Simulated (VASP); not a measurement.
## Cu: single point with PBE

Crystal: Cu.

```
CELL_PARAMETERS angstrom
-1.47326 1.47326 1.38198
1.47326 -1.47326 1.38198
2.94652 2.94652 0.00000
ATOMIC_POSITIONS crystal
Cu 0.99638 0.92597 0.00000
Cu 0.50362 0.57403 0.50000
```

This cell differs from its parent crystal: atoms displaced along several vibrational modes.

```
Program                : VASP 6.6.1
Task                   : single point
Functional             : PBE
Potentials or basis    : VASP PAW PBE potentials, release 64 (Cu)
Cutoff                 : 520 eV
k mesh                 : 20 × 20 × 12
Occupations            : gaussian, width 0.15 eV
Spin                   : no spin polarisation
Dipole correction      : no
Further INCAR settings : ALGO = Fast; EDIFF = 1e-06; NBANDS = 18
```

The pressure is 2.4 GPa. The largest force is 0.548 eV/Å and the band gap on the k mesh is zero (bands 11 and 12 overlap by 6.13 eV).

Forces in eV/Å, atoms in the order of the input:
```
Cu  -0.069  0.069  0.539
Cu   0.069 -0.069 -0.539
```

Stress tensor (GPa, compression positive):
```
 3.42  0.75 -0.72
 0.75  3.42  0.72
-0.72  0.72  0.26
```

Levels at points of the mesh, in eV from the Fermi level:
| k point | band 8 | band 9 | band 10 | band 11 | band 12 | band 13 | band 14 | band 15 |
| --- | --- | --- | --- | --- | --- | --- | --- | --- |
| (0.00, 0.00, 0.00) | -2.27 | -2.01 | -2.00 | -1.50 | -0.84 | 3.84 | 18.58 | 19.34 |
| (0.50, 0.00, 0.00) | -1.81 | -1.74 | -1.64 | 0.40 | 0.52 | 8.73 | 8.86 | 8.94 |
| (0.00, 0.50, 0.00) | -1.89 | -1.75 | -1.71 | -0.13 | 1.08 | 7.41 | 7.80 | 10.08 |
| (0.50, 0.50, 0.00) | -1.67 | -1.49 | -1.41 | -0.35 | 3.50 | 7.70 | 7.80 | 10.04 |
| (0.00, 0.00, 0.50) | -2.48 | -2.09 | -2.09 | -1.87 | -1.87 | 12.59 | 12.59 | 20.77 |
| (0.50, 0.00, 0.50) | -1.81 | -1.39 | -1.39 | -0.36 | -0.36 | 4.53 | 4.53 | 16.83 |
| (0.00, 0.50, 0.50) | -1.89 | -1.53 | -1.53 | 0.07 | 0.07 | 4.26 | 4.26 | 16.94 |
| (0.50, 0.50, 0.50) | -2.06 | -1.45 | -1.45 | 2.42 | 2.42 | 5.09 | 5.09 | 12.69 |

It took 11 min on 1 thread of AMD EPYC 7R43 64-Core Processor (Zen 3), with other jobs on the host, peak memory 0.52 GiB.

Caveat: the cell differs from its parent crystal (atoms displaced along several vibrational modes).
